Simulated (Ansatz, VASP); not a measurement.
One calculation of Hf, two programs

```xyz
1
Lattice="0.0000 2.1647 2.1647 2.1647 0.0000 2.1647 2.1647 2.1647 0.0000" Properties=species:S:1:pos:R:3 pbc="T T T"
Hf    0.0000    0.0000    0.0000
```

Alike in both runs: task single point; functional revPBE; k mesh 14 × 14 × 14; occupations fermi-dirac, width 0.1 eV; no spin polarisation.

|  | VASP | Ansatz |
| --- | --- | --- |
| version | VASP 6.6.1 | Ansatz 0.2.0 |
| potentials or method | VASP PAW PBE potentials, release 64 (Hf_pv), cutoff 520 eV | plane waves (420 eV) with PAW, scalar-relativistic |
| valence electrons in the cell | 10 | 26 |

```tsv
	VASP	Ansatz	Ansatz less VASP
pressure (GPa)	14.9	15.4	+0.51
```

VASP's potentials were made for PBE, not for revPBE. VASP's potentials hold 10 valence electrons a cell and Ansatz's 26, so a difference there can come from the potentials and not from the codes.

Spin-orbit coupling is off throughout.
